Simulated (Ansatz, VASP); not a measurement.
# One calculation of Te, two programs

```xyz
1
Lattice="-1.8808 1.8808 1.8808 1.8808 -1.8808 1.8808 1.8808 1.8808 -1.8808" Properties=species:S:1:pos:R:3 pbc="T T T"
Te    0.0000    0.0000    0.0000
```

Alike in both runs: functional LDA; k mesh 17 × 17 × 17; occupations fermi-dirac, width 0.08 eV; no spin polarisation.

Ansatz relaxed the structure, and its values are those at the end. VASP's run is a single point on that final structure, the one shown.

|  | VASP | Ansatz |
| --- | --- | --- |
| version | VASP 6.6.1 | Ansatz 0.2.0 |
| potentials or method | VASP PAW LDA potentials, release 64 (Te) | PAW with Ansatz's default frozen-core files, scalar-relativistic |
| plane-wave cutoff (eV) | 520 | 420 |
| valence electrons in the cell | 6 | 16 |

|  | VASP | Ansatz | Ansatz less VASP |
| --- | --- | --- | --- |
| pressure (GPa) | 0.0 | 0.0 | -0.04 |

LDA's correlation is that of Perdew and Zunger in VASP and of Perdew and Wang (1992) in Ansatz. VASP's potentials hold 6 valence electrons a cell and Ansatz's 16, so a difference there can come from the potentials and not from the codes.

Neither program's run includes spin-orbit coupling.
